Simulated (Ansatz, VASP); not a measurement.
Ti: VASP beside Ansatz

INCAR

```
SYSTEM = Ti
  PREC = Accurate
  ENCUT = 520
  EDIFF = 1E-6
  ISMEAR = 0
  SIGMA = 0.15
  LREAL = .FALSE.
  LASPH = .TRUE.
  NELM = 60
  ALGO = Fast
  ISIF = 2
  LWAVE = .FALSE.
  LCHARG = .FALSE.
  GGA = PS
  NBANDS = 12
```

The input KPOINTS:

```
regular mesh
0
G
  20 20 20
  0 0 0
```

The input POSCAR:

```
Ti
1.0
   -1.7066400000      1.7066400000      1.5753600000
    1.7066400000     -1.7066400000      1.5753600000
    1.7066400000      1.7066400000     -1.5753600000
Ti
1
Direct
    0.0000000000      0.0000000000      0.0000000000
```

Input for Ansatz:

```yaml
crystal:
  lattice:
    - [-1.70664, 1.70664, 1.57536]
    - [1.70664, -1.70664, 1.57536]
    - [1.70664, 1.70664, -1.57536]
  atoms:
    - { symbol: Ti, position: [0.0, 0.0, 0.0] }
basis:
  ecutwfc: 420
kpoints:
  mp_grid: { grid: [20, 20, 20] }
hamiltonian:
  xc: pbesol
scf:
  occupations: { method: gaussian, width: 0.15 }
output:
  forces: true
  stress: true
  eigenvalues: true
```

Change from the starting cell: strain +0.040 along x and y, -0.040 along z, atoms carried along.

Alike in both runs: task single point; functional PBEsol; k mesh 20 × 20 × 20; occupations gaussian, width 0.15 eV; no spin polarisation.

```csv
,VASP,Ansatz
version,VASP 6.6.1,Ansatz 0.2.0
potentials or method,"VASP PAW PBE potentials, release 64 (Ti_sv), cutoff 520 eV","scalar-relativistic, plane waves, PAW"
valence electrons in the cell,12,12
```

|  | VASP | Ansatz | Ansatz less VASP |
| --- | --- | --- | --- |
| gap on the k mesh at the Fermi level (eV) | none | none | - |
| pressure (GPa) | -9.9 | -9.7 | +0.16 |
| traceless stress, the component that is largest in VASP (GPa) | -1.46 | -1.46 | +0.006 |

VASP's potentials were made for PBE, not for PBEsol. A gap of «none» marks a metal or a gap that the smearing closes.
